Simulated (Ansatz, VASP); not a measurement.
## One calculation of CdS, two programs

```
CELL_PARAMETERS angstrom
0.00000 2.87828 2.87828
2.87828 0.00000 2.87828
2.87828 2.87828 0.00000
ATOMIC_POSITIONS crystal
Cd 0.00000 0.00000 0.00000
S 0.75000 0.75000 0.75000
```

Alike in both runs: functional LDA; k mesh 7 × 7 × 7; no spin polarisation.

Ansatz relaxed the structure, and its values are those at the end. VASP's run is a single point on that final structure, the one shown.

```csv
,VASP,Ansatz
version,VASP 6.6.1,Ansatz 0.2.0
potentials or method,"VASP PAW LDA potentials, release 64 (Cd, S), cutoff 500 eV","plane waves, PAW"
occupations,"gaussian, width 0.01 eV",fixed
valence electrons in the cell,18,26
```

```tsv
	VASP	Ansatz	Ansatz less VASP
pressure (GPa)	0.6	0.0	-0.55
```

LDA's correlation is that of Perdew and Zunger in VASP and of Perdew and Wang (1992) in Ansatz. VASP's potentials hold 18 valence electrons a cell and Ansatz's 26, so a difference there can come from the potentials and not from the codes. Ansatz's warnings: force scf threshold loose, stress scf threshold loose.
